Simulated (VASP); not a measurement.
Input of a VASP 6.6.1 run:

The input INCAR:

```
SYSTEM = SiNi
PREC     = Accurate       ! precision mode
ENCUT    = 600            ! plane-wave cutoff, eV
EDIFF    = 1E-7           ! SCF threshold, eV
ISMEAR   = 0              ! smearing method
SIGMA    = 0.2            ! smearing width, eV
LREAL    = .False.        ! projectors in reciprocal space
LASPH    = .True.         ! aspherical terms in the spheres
NELM     = 120            ! most SCF steps
ALGO     = Normal         ! electronic algorithm
ISIF     = 3              ! what is computed and relaxed
LWAVE    = .False.        ! write WAVECAR
LCHARG   = .False.        ! write CHGCAR
GGA      = PE             ! functional
IBRION   = 2              ! ionic algorithm
NSW      = 80             ! ionic steps
EDIFFG   = -0.025         ! ionic threshold
GGA_COMPAT= .False.      
NELMIN   = 4
```

KPOINTS

```
Automatic mesh
0
Gamma
  6 6 4
  0 0 0
```

File POSCAR:

```
SiNi
1.0
    0.0024577694      3.2835279880      0.0321069103
   -0.0080182910      0.0460038888      4.7369639350
    6.1781874910      0.0045157072     -0.0102818299
Si Ni
4 4
Direct
    0.5141943738      0.8493620656      0.2612598966
    0.4968410090      0.8510124151      0.7373212922
    1.0311619649      0.1522778810      0.0140964814
    0.9830345913      0.1537862088      0.4887753642
    0.4806777924      0.3419179421      0.2539535945
    0.5141511073      0.3353715498      0.7468925703
   -0.0088139923      0.6523278923      0.5033016395
   -0.0112468464      0.6639440453     -0.0056008387
```

Potentials or basis: VASP PAW PBE potentials, release 64 (Si, Ni).

Launch:

```bash
$ cat potpaw_PBE.64/Si/POTCAR potpaw_PBE.64/Ni/POTCAR > POTCAR
$ mpirun -np 1 vasp_std > vasp.out
```

Task: Estimate the relaxed volume.

Result: 11.73 Å³/atom.

Task: Predict the band gap on the k mesh.

Result: Zero (bands 28 and 29 overlap by 2.56 eV).

Task: What does it give for the relaxed cell?

Result: a = 3.237 Å, b = 4.706 Å, c = 6.161 Å, α = 89.99°, β = 89.99°, γ = 89.99°.

Stress tensor (GPa, compression positive):
```
 0.24 -0.02 -0.01
-0.02 -0.13 -0.03
-0.01 -0.03  0.02
```

Spin polarisation is off, so any magnetic state and its effect on volume and gap are missing.
